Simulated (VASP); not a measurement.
# PbS (F-43m) in VASP: notebook

The runs below take PbS through single point, with PBE, r2SCAN.

Program: VASP 6.6.1. These are calculated values, not measurements. Logs are shortened: lines on timing, memory, paths and dates and some standing lists are left out, and cuts for length are marked.

## (1) The cell of the first run

Symmetry: F-43m, No. 216, cubic system. Conventional cell: a = 6.778 Å, b = 6.778 Å, c = 6.778 Å, α = 90.00°, β = 90.00°, γ = 90.00°. Within 3.9 Å of Pb (site symmetry -43m) lie 4 S at 2.93 Å. Within 3.9 Å of S (site symmetry -43m) lie 4 Pb at 2.93 Å.

## (2) Single point, PBE (volume changed by +6%)

Contents of INCAR:

```
  ALGO = Normal
  EDIFF = 1E-6
  ENCUT = 520
  GGA = PE
  ISIF = 2
  ISMEAR = 0
  LASPH = True
  LCHARG = False
  LREAL = False
  LWAVE = False
  NBANDS = 17
  NELM = 80
  PREC = Accurate
  SIGMA = 0.01
```

Contents of KPOINTS:

```
k-points
0
Gamma
  6 6 6
```

Contents of POSCAR:

```
PbS
1.0
    0.0000000000      3.3887526272      3.3887526272
    3.3887526272      0.0000000000      3.3887526272
    3.3887526272      3.3887526272      0.0000000000
Pb S
1 1
Direct
    0.0000000000      0.0000000000      0.0000000000
    0.2500000000      0.2500000000      0.2500000000
```

Potentials or basis: VASP PAW PBE potentials, release 64 (Pb_d, S).

On the command line:

```sh
$ cat potpaw_PBE.64/Pb_d/POTCAR potpaw_PBE.64/S/POTCAR > POTCAR
$ mpirun -np 1 vasp_std > vasp.out
```

OUTCAR:

```text
EDIFF = 1E-6
   ENCUT = 520
   GGA = PE
   ISIF = 2
   ISMEAR = 0
   LASPH = True
   LREAL = False
   NELM = 80
   PREC = Accurate

 ion  position               nearest neighbor table
   1  0.000  0.000  0.000-   2 2.93   2 2.93   2 2.93   2 2.93
   2  0.250  0.250  0.250-   1 2.93   1 2.93   1 2.93   1 2.93

  LATTYP: Found a face centered cubic cell.
 ALAT       =     6.7775052544

  Lattice vectors:

 A1 = (   0.0000000000,   3.3887526272,   3.3887526272)
 A2 = (   3.3887526272,   0.0000000000,   3.3887526272)
 A3 = (   3.3887526272,   3.3887526272,   0.0000000000)

Analysis of symmetry for initial positions (statically):
=====================================================================
 Subroutine PRICEL returns:
 Original cell was already a primitive cell.

 Routine SETGRP: Setting up the symmetry group for a
 face centered cubic supercell.

 Subroutine GETGRP returns: Found 24 space group operations
 (whereof 24 operations were pure point group operations)
 out of a pool of 48 trial point group operations.

The static configuration has the point symmetry T_d .

Analysis of symmetry for dynamics (positions and initial velocities):
=====================================================================
 Subroutine PRICEL returns:
 Original cell was already a primitive cell.

 Routine SETGRP: Setting up the symmetry group for a
 face centered cubic supercell.

 Subroutine GETGRP returns: Found 24 space group operations
 (whereof 24 operations were pure point group operations)
 out of a pool of 48 trial point group operations.

The dynamic configuration has the point symmetry T_d .

 Subroutine INISYM returns: Found 24 space group operations
 (whereof 24 operations are pure point group operations),
 and found     1 'primitive' translations

----------------------------------------------------------------------------------------

                                     Primitive cell

  volume of cell :      77.8305

  direct lattice vectors                    reciprocal lattice vectors
     0.000000000  3.388752627  3.388752627    -0.147546916  0.147546916  0.147546916
     3.388752627  0.000000000  3.388752627     0.147546916 -0.147546916  0.147546916
     3.388752627  3.388752627  0.000000000     0.147546916  0.147546916 -0.147546916

  length of vectors
     4.792419925  4.792419925  4.792419925     0.255558755  0.255558755  0.255558755

  position of ions in fractional coordinates (direct lattice)
     0.000000000  0.000000000  0.000000000
     0.250000000  0.250000000  0.250000000

  ion indices of the primitive-cell ions
   primitive index   ion index
                 1           1
                 2           2

----------------------------------------------------------------------------------------

 KPOINTS: k-points

Automatic generation of k-mesh.
 Grid dimensions read from file:
 generate k-points for:    6    6    6

 Generating k-lattice:

  Cartesian coordinates                     Fractional coordinates (reciprocal lattice)
    -0.024591153  0.024591153  0.024591153     0.166666667  0.000000000  0.000000000
     0.024591153 -0.024591153  0.024591153     0.000000000  0.166666667  0.000000000
     0.024591153  0.024591153 -0.024591153     0.000000000  0.000000000  0.166666667

  Length of vectors
     0.042593126  0.042593126  0.042593126

  Shift w.r.t. Gamma in fractional coordinates (k-lattice)
     0.000000000  0.000000000  0.000000000

 Subroutine IBZKPT returns following result:
 ===========================================

 Found     16 irreducible k-points:

 Following reciprocal coordinates:
            Coordinates               Weight
  0.000000  0.000000  0.000000      1.000000
  0.166667  0.000000  0.000000      8.000000
  0.333333  0.000000  0.000000      8.000000
  0.500000  0.000000  0.000000      4.000000
  0.166667  0.166667  0.000000      6.000000
  0.333333  0.166667  0.000000     24.000000
[... 8 lines left out ...]
 -0.333333  0.333333  0.166667     24.000000
 -0.333333  0.500000  0.166667     12.000000
   k-points           NKPTS =     16   k-points in BZ     NKDIM =     16   number of bands    NBANDS=     17
   number of dos      NEDOS =    301   number of ions     NIONS =      2
   total plane-waves  NPLWV =  46656
   dimension x,y,z NGX =    36 NGY =   36 NGZ =   36
   dimension x,y,z NGXF=    72 NGYF=   72 NGZF=   72
   ions per type =               1   1
   NGX,Y,Z   is equivalent  to a cutoff of  12.49, 12.49, 12.49 a.u.
   NGXF,Y,Z  is equivalent  to a cutoff of  24.98, 24.98, 24.98 a.u.
 SYSTEM =  unknown system
   PREC   = accura    normal or accurate (medium, high low for compatibility)
   ISTART =      0    job   : 0-new  1-cont  2-samecut
   ICHARG =      2    charge: 1-file 2-atom 10-const
   ISPIN  =      1    spin polarized calculation?
   LNONCOLLINEAR =      F non collinear calculations
   LSORBIT =      F    spin-orbit coupling
   LASPH  =      T    aspherical Exc in radial PAW
   ENCUT  =  520.0 eV  38.22 Ry    6.18 a.u.   8.91  8.91  8.91*2*pi/ulx,y,z
   NELM   =     80;   NELMIN=  2; NELMDL= -5     # of ELM steps
   EDIFF  = 0.1E-05   stopping-criterion for ELM
   LREAL  =      F    real-space projection
   EDIFFG = 0.1E-04   stopping-criterion for IOM
   NSW    =      0    number of steps for IOM
   IBRION =     -1    ionic relax: 0-MD 1-quasi-New 2-CG
   NFREE  =      0    steps in history (QN), initial steepest desc. (CG)
   ISIF   =      2    stress and relaxation
   ISYM   =      2    0-nonsym 1-usesym 2-fastsym
   POTIM  = 0.5000    time-step for ionic-motion
   TEBEG  =    0.0;   TEEND  =   0.0 temperature during run
   PSTRESS=    0.0 pullay stress
   NELECT =      20.0000    total number of electrons
   NUPDOWN=      -1.0000    fix difference up-down
   EMIN   =  10.00;   EMAX   =-10.00  energy-range for DOS
   EFERMI =   0.00;   METHOD = LEGACY
   ISMEAR =     0;   SIGMA  =   0.01  broadening in eV -4-tet -1-fermi 0-gaus
   EFERMI_NEDOS =   21; number of points for ismear=-14 and -15
   IALGO  =     38    algorithm
   IMIX   =      4    mixing-type and parameters
     AMIX     =   0.40;   BMIX     =  1.00
     AMIX_MAG =   1.60;   BMIX_MAG =  1.00
  volume/ion in A,a.u.               =      38.92       262.61
  Fermi-wavevector in a.u.,A,eV,Ry     =   1.040802  1.966831 14.738779  1.083270
  Thomas-Fermi vector in A             =   2.175395
   LORBIT       =      0    0 simple, 1 ext, 2 COOP (PROOUT), +10 PAW based schemes
   GGA     = PE    functional components
   LHFCALC =     F    Hartree Fock is set to
   AEXX    =    0.0000 exact exchange contribution
   IVDW    =     0    specifies the selected vdW correction
   LEPSILON=     F    determine dielectric tensor
   LRPA    =     F    only Hartree local field effects (RPA)
 non-spin polarized calculation
 Gauss-broadening in eV      SIGMA  =   0.01
  energy-cutoff  :      520.00
  volume of cell :       77.83
 maximum number of plane-waves:      2126
   NGX = 17   NGY = 17   NGZ = 17

 number of electron      20.0000005 magnetization

 Free energy of the ion-electron system (eV)
  ---------------------------------------------------
  ext. energy  EPLUGINS =         0.00000000
  ---------------------------------------------------
  free energy    TOTEN  =        -8.38279064 eV

  energy without entropy =       -8.38279064  energy(sigma->0) =       -8.38279064

 E-fermi :   2.1390     XC(G=0):  -7.5973

 val. band max:        2.0637122222   @ k =  -0.3333   0.5000   0.1667
 cond. band min:       3.1258389871   @ k =   0.5000   0.5000   0.0000
 fundamental gap:      1.0621267649
 Fermi energy:         2.1389544681

 k-point     1 :       0.0000    0.0000    0.0000
  band No.  band energies     occupation
      1     -14.4495      2.00000
      2     -14.4495      2.00000
      3     -14.4495      2.00000
      4     -14.4269      2.00000
      5     -14.4269      2.00000
      6      -9.9643      2.00000
[... 9 lines left out ...]
     16      10.7844      0.00000
     17      11.7477      0.00000

 k-point     2 :       0.1667    0.0000    0.0000
  band No.  band energies     occupation
      1     -14.4542      2.00000
      2     -14.4472      2.00000
      3     -14.4472      2.00000
      4     -14.4266      2.00000
      5     -14.4266      2.00000
      6      -9.8356      2.00000
[... 9 lines left out ...]
     16      10.1349      0.00000
     17      11.1619      0.00000

 k-point     3 :       0.3333    0.0000    0.0000
  band No.  band energies     occupation
      1     -14.4636      2.00000
      2     -14.4439      2.00000
      3     -14.4439      2.00000
      4     -14.4248      2.00000
      5     -14.4248      2.00000
      6      -9.5382      2.00000
[... 9 lines left out ...]
     16      10.1965      0.00000
     17      11.4090      0.00000

 k-point     4 :       0.5000    0.0000    0.0000
  band No.  band energies     occupation
      1     -14.4683      2.00000
      2     -14.4430      2.00000
      3     -14.4430      2.00000
      4     -14.4232      2.00000
      5     -14.4232      2.00000
      6      -9.3611      2.00000
[... 9 lines left out ...]
     16      10.8869      0.00000
     17      10.8869      0.00000
[... 183 lines left out ...]
      1     -14.4724      2.00000
      2     -14.4399      2.00000
      3     -14.4361      2.00000
      4     -14.4287      2.00000
      5     -14.4229      2.00000
      6      -9.3149      2.00000
[... 9 lines left out ...]
     16      11.2445      0.00000
     17      12.2435      0.00000

 k-point    15 :      -0.3333    0.3333    0.1667
  band No.  band energies     occupation
      1     -14.4740      2.00000
      2     -14.4403      2.00000
      3     -14.4343      2.00000
      4     -14.4275      2.00000
      5     -14.4236      2.00000
      6      -9.1837      2.00000
[... 9 lines left out ...]
     16      11.0527      0.00000
     17      12.2196      0.00000

 k-point    16 :      -0.3333    0.5000    0.1667
  band No.  band energies     occupation
      1     -14.4788      2.00000
      2     -14.4367      2.00000
      3     -14.4324      2.00000
      4     -14.4291      2.00000
      5     -14.4224      2.00000
      6      -9.1189      2.00000
[... 9 lines left out ...]
     16      11.8033      0.00000
     17      11.8167      0.00000

------------------------ aborting loop because EDIFF is reached ----------------------------------------

  FORCE on cell =-STRESS in cart. coord.  units (eV):
  Direction    XX          YY          ZZ          XY          YZ          ZX
  --------------------------------------------------------------------------------------
  -------------------------------------------------------------------------------------
  Total       -0.9018267     -0.9018267     -0.9018267      0.0000000      0.0000000     -0.0000000
  in kB      -18.5645358    -18.5645358    -18.5645358      0.0000000      0.0000000     -0.0000000
  external PRESSURE =     -18.5645358 kB  Pullay stress =       0.0000000 kB

 VOLUME and BASIS-vectors are now :
 -----------------------------------------------------------------------------
  energy-cutoff  :      520.00
  volume of cell :       77.83
      direct lattice vectors                 reciprocal lattice vectors
     0.000000000  3.388752627  3.388752627    -0.147546916  0.147546916  0.147546916
     3.388752627  0.000000000  3.388752627     0.147546916 -0.147546916  0.147546916
     3.388752627  3.388752627  0.000000000     0.147546916  0.147546916 -0.147546916

 POSITION                                       TOTAL-FORCE (eV/Angst)
 -----------------------------------------------------------------------------------
      0.00000      0.00000      0.00000        -0.000000      0.000000     -0.000000
      1.69438      1.69438      1.69438         0.000000     -0.000000      0.000000
 -----------------------------------------------------------------------------------
    total drift:                                0.000000      0.000000      0.000000

  FREE ENERGIE OF THE ION-ELECTRON SYSTEM (eV)
  ---------------------------------------------------
  free  energy   TOTEN  =        -8.3827906378 eV

  energy  without entropy=       -8.3827906378  energy(sigma->0) =       -8.38279064
```

It took 17 s on 1 thread of Intel Xeon Platinum 8488C (Sapphire Rapids), shared host; peak memory 0.2 GiB.

Results:

| Property | Result |
| --- | --- |
| Free energy | -8.3828 eV |
| Pressure | -1.9 GPa |
| Band gap on the k mesh | 1.06 eV, indirect (least direct gap 1.36 eV) |

Caveat: spin-orbit coupling is left out, which moves the levels of the heavy elements. A k mesh can miss the band edges.

## (3) Single point, r2SCAN (volume changed by -6%)

Contents of POSCAR:

```
PbS
1.0
    0.0000000000      3.2335916998      3.2335916998
    3.2335916998      0.0000000000      3.2335916998
    3.2335916998      3.2335916998      0.0000000000
Pb S
1 1
Direct
    0.0000000000      0.0000000000      0.0000000000
    0.2500000000      0.2500000000      0.2500000000
```

Contents of INCAR.step1:

```
SYSTEM = PbS
PREC = Accurate
ENCUT = 520
ISMEAR = 0
SIGMA = 0.01
LREAL = .False.
LASPH = .True.
NELM = 60
NBANDS = 17
GGA = PE
ALGO = Normal
EDIFF = 1E-4
LWAVE = .True.
LCHARG = .False.
```

Contents of INCAR.step2:

```
SYSTEM = PbS
PREC = Accurate
ENCUT = 520
EDIFF = 1E-6
ISMEAR = 0
SIGMA = 0.01
LREAL = .False.
LASPH = .True.
NELM = 60
ALGO = Normal
ISIF = 2
LWAVE = .False.
LCHARG = .False.
METAGGA = R2SCAN
LMIXTAU = .True.
NBANDS = 17
ISTART = 1
```

Contents of KPOINTS:

```
Automatic mesh
0
Gamma
  6 6 6
  0 0 0
```

Potentials or basis: VASP PAW PBE potentials, release 64 (Pb_d, S).

On the command line:

```sh
$ cat potpaw_PBE.64/Pb_d/POTCAR potpaw_PBE.64/S/POTCAR > POTCAR
$ cp INCAR.step1 INCAR
$ mpirun -np 1 vasp_std > vasp.out
$ cp INCAR.step2 INCAR
$ mpirun -np 1 vasp_std > vasp.out
```

Run time: 50 s. Hardware: 1 thread of Intel Xeon Platinum 8488C (Sapphire Rapids), shared host; peak memory 0.22 GiB.

Results (log left out):

* Free energy: -65.0766 eV
* Pressure: 2.7 GPa
* Band gap on the k mesh: 0.91 eV, indirect (least direct gap 1.34 eV)

Levels at points of the mesh, in eV from the valence-band top:
```tsv
k point	band 8	band 9	band 10	band 11	band 12	band 13
(0.00, 0.00, 0.00)	-1.95	-1.95	-1.95	2.80	2.80	2.80
(0.50, 0.00, 0.00)	-2.51	-2.51	-1.96	3.56	3.56	4.06
(0.50, 0.50, 0.00)	-3.29	-3.29	-0.42	0.91	5.81	5.81
```

Caveat: the PAW data sets were made with another functional, which shifts forces and pressure a little; spin-orbit coupling is left out, which moves the levels of the heavy elements. A k mesh can miss the band edges.

## (4) Single point, r2SCAN (volume changed by -3%)

Contents of POSCAR:

```
PbS
1.0
    0.0000000000      3.2676320086      3.2676320086
    3.2676320086      0.0000000000      3.2676320086
    3.2676320086      3.2676320086      0.0000000000
Pb S
1 1
Direct
    0.0000000000      0.0000000000      0.0000000000
    0.2500000000      0.2500000000      0.2500000000
```

Contents of INCAR.step1:

```
PREC = Accurate
ENCUT = 520
ISMEAR = 0
SIGMA = 0.01
LREAL = False
LASPH = True
NELM = 100
NBANDS = 17
GGA = PE
ALGO = Normal
EDIFF = 1E-4
LWAVE = True
LCHARG = False
```

Contents of INCAR.step2:

```
PREC = Accurate
ENCUT = 520
EDIFF = 1E-6
ISMEAR = 0
SIGMA = 0.01
LREAL = False
LASPH = True
NELM = 100
ALGO = Normal
ISIF = 2
LWAVE = False
LCHARG = False
METAGGA = R2SCAN
LMIXTAU = True
NBANDS = 17
ISTART = 1
```

Contents of KPOINTS:

```
Automatic mesh
0
Gamma
  6 6 6
```

On the command line:

```sh
$ cat potpaw_PBE.64/Pb_d/POTCAR potpaw_PBE.64/S/POTCAR > POTCAR
$ cp INCAR.step1 INCAR
$ mpirun -np 1 vasp_std > vasp.out
$ cp INCAR.step2 INCAR
$ mpirun -np 1 vasp_std > vasp.out
```

Wall time 51 s (1 thread of Intel Xeon Platinum 8488C (Sapphire Rapids), shared host); peak memory 0.22 GiB.

Results (log left out):

```yaml
Free_energy: -65.1035 eV
Pressure: 1.2 GPa
Band_gap_on_the_k_mesh: 1.00 eV, indirect (least direct gap 1.39 eV)
```

Levels at points of the mesh, in eV from the valence-band top:
```tsv
k point	band 6	band 7	band 8	band 9	band 10	band 11	band 12	band 13	band 14	band 15
(0.00, 0.00, 0.00)	-13.30	-5.83	-1.83	-1.83	-1.83	2.83	2.83	2.83	5.56	9.20
(0.50, 0.00, 0.00)	-12.49	-7.90	-2.37	-2.37	-1.90	3.57	3.57	4.01	7.36	9.10
(0.50, 0.50, 0.00)	-12.17	-8.33	-3.11	-3.11	-0.40	1.00	5.69	5.69	6.37	9.31
```

Caveat: the PAW data sets were made with another functional, which shifts forces and pressure a little; spin-orbit coupling is left out, which moves the levels of the heavy elements. A k mesh can miss the band edges.

[end of part 1 of 2]
